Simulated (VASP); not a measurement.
# C (Fd-3m) in VASP: further runs, part 2 of 2

VASP 6.6.1. The steps go on from the part before.

### Step 3. Single point, revpbe exchange, lda correlation (6.01 Å³/atom)

This run uses another cell than the first one, of 6.01 Å³/atom.

File INCAR:

```
PREC = Accurate ; ENCUT = 600
EDIFF = 1E-6 ; ISMEAR = 0
SIGMA = 0.1 ; LREAL = F
LASPH = T ; NELM = 120
ALGO = Normal ; ISIF = 2
LWAVE = F ; LCHARG = F
GGA = LIBXC ; LIBXC1 = GGA_X_PBE_R
LIBXC2 = LDA_C_PW ; NBANDS = 11
GGA_COMPAT = F
```

File KPOINTS:

```
Automatic mesh
0
Gamma
  13 13 13
```

File POSCAR:

```
C
1.0
    0.0000000000      1.8183469191      1.8183469191
    1.8183469191      0.0000000000      1.8183469191
    1.8183469191      1.8183469191      0.0000000000
C
2
Direct
    0.7500000000      0.7500000000      0.7500000000
    0.5000000000      0.5000000000      0.5000000000
```

Potentials or basis: VASP PAW PBE potentials, release 64 (C).

Run with:

```
$ cat potpaw_PBE.64/C/POTCAR > POTCAR
$ mpirun -np 1 vasp_std > vasp.out
```

OUTCAR:

```text
PREC = Accurate
   ENCUT = 600
   EDIFF = 1E-6
   ISMEAR = 0
   LREAL = F
   LASPH = T
   NELM = 120
   ISIF = 2
   GGA = LIBXC

 ion  position               nearest neighbor table
   1  0.750  0.750  0.750-   2 1.57   2 1.57   2 1.57   2 1.57
   2  0.500  0.500  0.500-   1 1.57   1 1.57   1 1.57   1 1.57

  LATTYP: Found a face centered cubic cell.
 ALAT       =     3.6366938382

  Lattice vectors:

 A1 = (   0.0000000000,   1.8183469191,   1.8183469191)
 A2 = (   1.8183469191,   0.0000000000,   1.8183469191)
 A3 = (   1.8183469191,   1.8183469191,   0.0000000000)

Analysis of symmetry for initial positions (statically):
=====================================================================
 Subroutine PRICEL returns:
 Original cell was already a primitive cell.

 Routine SETGRP: Setting up the symmetry group for a
 face centered cubic supercell.

 Subroutine GETGRP returns: Found 48 space group operations
 (whereof 24 operations were pure point group operations)
 out of a pool of 48 trial point group operations.

The static configuration has the point symmetry T_d .
 The point group associated with its full space group is O_h .

Analysis of symmetry for dynamics (positions and initial velocities):
=====================================================================
 Subroutine PRICEL returns:
 Original cell was already a primitive cell.

 Routine SETGRP: Setting up the symmetry group for a
 face centered cubic supercell.

 Subroutine GETGRP returns: Found 48 space group operations
 (whereof 24 operations were pure point group operations)
 out of a pool of 48 trial point group operations.

The dynamic configuration has the point symmetry T_d .
 The point group associated with its full space group is O_h .

 Subroutine INISYM returns: Found 48 space group operations
 (whereof 24 operations are pure point group operations),
 and found     1 'primitive' translations

----------------------------------------------------------------------------------------

                                     Primitive cell

  volume of cell :      12.0243

  direct lattice vectors                    reciprocal lattice vectors
     0.000000000  1.818346919  1.818346919    -0.274975031  0.274975031  0.274975031
     1.818346919  0.000000000  1.818346919     0.274975031 -0.274975031  0.274975031
     1.818346919  1.818346919  0.000000000     0.274975031  0.274975031 -0.274975031

  length of vectors
     2.571530874  2.571530874  2.571530874     0.476270724  0.476270724  0.476270724

  position of ions in fractional coordinates (direct lattice)
     0.750000000  0.750000000  0.750000000
     0.500000000  0.500000000  0.500000000

  ion indices of the primitive-cell ions
   primitive index   ion index
                 1           1
                 2           2

----------------------------------------------------------------------------------------

 KPOINTS: Automatic mesh

Automatic generation of k-mesh.
 Grid dimensions read from file:
 generate k-points for:   13   13   13

 Generating k-lattice:

  Cartesian coordinates                     Fractional coordinates (reciprocal lattice)
    -0.021151925  0.021151925  0.021151925     0.076923077  0.000000000  0.000000000
     0.021151925 -0.021151925  0.021151925     0.000000000  0.076923077  0.000000000
     0.021151925  0.021151925 -0.021151925     0.000000000  0.000000000  0.076923077

  Length of vectors
     0.036636210  0.036636210  0.036636210

  Shift w.r.t. Gamma in fractional coordinates (k-lattice)
     0.000000000  0.000000000  0.000000000

 Subroutine IBZKPT returns following result:
 ===========================================

 Found     84 irreducible k-points:

 Following reciprocal coordinates:
            Coordinates               Weight
  0.000000  0.000000  0.000000      1.000000
  0.076923  0.000000  0.000000      8.000000
  0.153846  0.000000  0.000000      8.000000
  0.230769  0.000000  0.000000      8.000000
  0.307692  0.000000  0.000000      8.000000
  0.384615  0.000000  0.000000      8.000000
[... 16 lines left out ...]
  0.384615  0.153846  0.000000     24.000000
  0.461538  0.153846  0.000000     24.000000
 [... further k-points ...]
   k-points           NKPTS =     84   k-points in BZ     NKDIM =     84   number of bands    NBANDS=     11
   number of dos      NEDOS =    301   number of ions     NIONS =      2
   total plane-waves  NPLWV =  13824
   dimension x,y,z NGX =    24 NGY =   24 NGZ =   24
   dimension x,y,z NGXF=    48 NGYF=   48 NGZF=   48
   ions per type =               2
   NGX,Y,Z   is equivalent  to a cutoff of  15.52, 15.52, 15.52 a.u.
   NGXF,Y,Z  is equivalent  to a cutoff of  31.03, 31.03, 31.03 a.u.
 SYSTEM =  unknown system
   PREC   = accura    normal or accurate (medium, high low for compatibility)
   ISTART =      0    job   : 0-new  1-cont  2-samecut
   ICHARG =      2    charge: 1-file 2-atom 10-const
   ISPIN  =      1    spin polarized calculation?
   LNONCOLLINEAR =      F non collinear calculations
   LSORBIT =      F    spin-orbit coupling
   LASPH  =      T    aspherical Exc in radial PAW
   ENCUT  =  600.0 eV  44.10 Ry    6.64 a.u.   5.14  5.14  5.14*2*pi/ulx,y,z
   NELM   =    120;   NELMIN=  2; NELMDL= -5     # of ELM steps
   EDIFF  = 0.1E-05   stopping-criterion for ELM
   LREAL  =      F    real-space projection
   EDIFFG = 0.1E-04   stopping-criterion for IOM
   NSW    =      0    number of steps for IOM
   IBRION =     -1    ionic relax: 0-MD 1-quasi-New 2-CG
   NFREE  =      0    steps in history (QN), initial steepest desc. (CG)
   ISIF   =      2    stress and relaxation
   ISYM   =      2    0-nonsym 1-usesym 2-fastsym
   POTIM  = 0.5000    time-step for ionic-motion
   TEBEG  =    0.0;   TEEND  =   0.0 temperature during run
   PSTRESS=    0.0 pullay stress
   NELECT =       8.0000    total number of electrons
   NUPDOWN=      -1.0000    fix difference up-down
   EMIN   =  10.00;   EMAX   =-10.00  energy-range for DOS
   EFERMI =   0.00;   METHOD = LEGACY
   ISMEAR =     0;   SIGMA  =   0.10  broadening in eV -4-tet -1-fermi 0-gaus
   EFERMI_NEDOS =   21; number of points for ismear=-14 and -15
   IALGO  =     38    algorithm
   IMIX   =      4    mixing-type and parameters
     AMIX     =   0.40;   BMIX     =  1.00
     AMIX_MAG =   1.60;   BMIX_MAG =  1.00
  volume/ion in A,a.u.               =       6.01        40.57
  Fermi-wavevector in a.u.,A,eV,Ry     =   1.429173  2.700745 27.790375  2.042535
  Thomas-Fermi vector in A             =   2.549155
   LORBIT       =      0    0 simple, 1 ext, 2 COOP (PROOUT), +10 PAW based schemes
   GGA     = LIBXC    functional components
   LHFCALC =     F    Hartree Fock is set to
   AEXX    =    0.0000 exact exchange contribution
   IVDW    =     0    specifies the selected vdW correction
   LEPSILON=     F    determine dielectric tensor
   LRPA    =     F    only Hartree local field effects (RPA)
 non-spin polarized calculation
 Gauss-broadening in eV      SIGMA  =   0.10
  energy-cutoff  :      600.00
  volume of cell :       12.02
 maximum number of plane-waves:       415
 NGX is ok and might be reduce to    24
   NGX = 11   NGY = 11   NGZ = 11

 number of electron       8.0000000 magnetization

 Free energy of the ion-electron system (eV)
  ---------------------------------------------------
  ext. energy  EPLUGINS =         0.00000000
  ---------------------------------------------------
  free energy    TOTEN  =       -15.40690152 eV

  energy without entropy =      -15.40690152  energy(sigma->0) =      -15.40690152

 E-fermi :   9.3308     XC(G=0): -12.5460

 val. band max:        8.7675403780   @ k =   0.0000   0.0000   0.0000
 cond. band min:      13.2231425520   @ k =   0.3846   0.3846   0.0000
 fundamental gap:      4.4556021740
 Fermi energy:         9.3308223729

 k-point     1 :       0.0000    0.0000    0.0000
  band No.  band energies     occupation
      1     -11.6831      2.00000
      2       8.7675      2.00000
      3       8.7675      2.00000
      4       8.7675      2.00000
      5      14.3728      0.00000
      6      14.3728      0.00000
      7      14.3728      0.00000
      8      20.8367      0.00000
      9      28.3398      0.00000
     10      35.0179      0.00000
     11      35.0179      0.00000
[... 309 lines left out ...]
 k-point    24 :       0.4615    0.1538    0.0000
  band No.  band energies     occupation
      1      -6.9772      2.00000
      2      -1.7868      2.00000
      3       4.6127      2.00000
      4       5.1672      2.00000
      5      15.9452      0.00000
      6      19.0576      0.00000
      7      19.1167      0.00000
      8      22.4928      0.00000
      9      29.2877      0.00000
     10      31.4381      0.00000
     11      35.5131      0.00000

 [... further k-points ...]
[... 5 lines left out ...]
  --------------------------------------------------------------------------------------
  -------------------------------------------------------------------------------------
  Total       -0.4763969     -0.4763969     -0.4763969      0.0000000     -0.0000000      0.0000000
  in kB      -63.4774187    -63.4774187    -63.4774187      0.0000000     -0.0000000      0.0000000
  external PRESSURE =     -63.4774187 kB  Pullay stress =       0.0000000 kB

 VOLUME and BASIS-vectors are now :
 -----------------------------------------------------------------------------
  energy-cutoff  :      600.00
  volume of cell :       12.02
      direct lattice vectors                 reciprocal lattice vectors
     0.000000000  1.818346919  1.818346919    -0.274975031  0.274975031  0.274975031
     1.818346919  0.000000000  1.818346919     0.274975031 -0.274975031  0.274975031
     1.818346919  1.818346919  0.000000000     0.274975031  0.274975031 -0.274975031

 POSITION                                       TOTAL-FORCE (eV/Angst)
 -----------------------------------------------------------------------------------
      2.72752      2.72752      2.72752        -0.000000     -0.000000     -0.000000
      1.81835      1.81835      1.81835         0.000000      0.000000      0.000000
 -----------------------------------------------------------------------------------
    total drift:                                0.000000      0.000000      0.000000

  FREE ENERGIE OF THE ION-ELECTRON SYSTEM (eV)
  ---------------------------------------------------
  free  energy   TOTEN  =       -15.4069015184 eV

  energy  without entropy=      -15.4069015184  energy(sigma->0) =      -15.40690152
```

Run time: 10 s. Hardware: 1 thread of Intel Xeon 6975P-C (Granite Rapids), shared host; peak memory 0.12 GiB.

Results:

| Quantity | Value |
| --- | --- |
| Free energy | -15.4069 eV |
| Pressure | -6.3 GPa |
| Band gap on the k mesh | 4.46 eV (least direct gap 5.61 eV) |

Caveat: the cell stands under tension; the PAW data sets were made with another functional, which shifts forces and pressure a little; an odd mesh through Γ misses points on the zone boundary, where band edges can lie.

### Step 4. Single point, B3LYP

This run uses another cell than the first one, of 5.67 Å³/atom.

File INCAR:

```
SYSTEM = C
GGA = B3 ; LHFCALC = .True.
AEXX = 0.2 ; AGGAX = 0.72
AGGAC = 0.81 ; ALDAC = 0.19
ISMEAR = 0 ; SIGMA = 0.03
LWAVE = .False. ; LCHARG = .False.
ISIF = 2 ; PREC = Accurate
LASPH = .True. ; LREAL = .False.
ALGO = Normal ; EDIFF = 1E-6
NELM = 120 ; GGA_COMPAT = .False.
ENCUT = 520 ; EFERMI = MIDGAP
PRECFOCK = Normal
```

File KPOINTS:

```
k-points
0
Gamma
  8 8 8
```

File POSCAR:

```
C
1.0
    0.0000000000      1.7833700000      1.7833700000
    1.7833700000      0.0000000000      1.7833700000
    1.7833700000      1.7833700000      0.0000000000
C
2
Direct
    0.7500000000      0.7500000000      0.7500000000
    0.5000000000      0.5000000000      0.5000000000
```

Run with:

```
$ cat potpaw_PBE.64/C/POTCAR > POTCAR
$ mpirun -np 1 vasp_std > vasp.out
```

Wall time 4.1 min (1 thread of Intel Xeon 6975P-C (Granite Rapids), shared host); peak memory 0.12 GiB.

The run converged. Its results:

```yaml
Free_energy: -20.1434 eV
Pressure: 1.3 GPa
Band_gap_on_the_k_mesh: 6.00 eV (least direct gap 7.45 eV)
```

Levels at points of the mesh, in eV from the valence-band top:
```
           k point  band 1  band 2  band 3  band 4  band 5  band 6  band 7  band 8
(0.00, 0.00, 0.00)  -22.87    0.00    0.00    0.00    7.45    7.45    7.45   15.65
(0.50, 0.00, 0.00)  -16.82  -14.14   -2.98   -2.98   10.52   10.52   10.88   18.14
(0.50, 0.50, 0.00)  -13.64  -13.64   -6.65   -6.65    6.68    6.68   19.31   19.31
```

Caveat: the PAW data sets were made with another functional, which shifts forces and pressure a little.

### Step 5. Summary

| level | cell | k mesh | cutoff (eV) | smearing | dipole correction | tolerance level | purpose | start | share of exact exchange | gap on the mesh (eV) | pressure (GPa) |
| --- | --- | --- | --- | --- | --- | --- | --- | --- | --- | --- | --- |
| revpbe exchange, lda correlation | a = 2.555 Å, angles 60.0°, 2 atoms | 13 × 13 × 13 | 600 | gaussian 0.1 eV | no | - | - | - | - | 4.50 | 0.9 |
| revpbe exchange, lda correlation | a = 2.572 Å, angles 60.0°, 2 atoms | 13 × 13 × 13 | 600 | gaussian 0.1 eV | no | - | - | - | - | 4.46 | -6.3 |
| B3LYP | a = 2.522 Å, angles 60.0°, 2 atoms | 8 × 8 × 8 | 520 | gaussian 0.03 eV | - | tight | restart | from scratch | 0.2 | 6.00 | 1.3 |

Alike in all rows: task single point; potentials or basis VASP PAW PBE potentials, release 64 (C); no spin polarisation.

Caveats: the PAW data sets were made with another functional, which shifts forces and pressure a little; an odd mesh through Γ misses points on the zone boundary, where band edges can lie (at least some runs); the cell stands under tension (at least some runs).

Absolute energies hang on the potentials; compare differences alone.
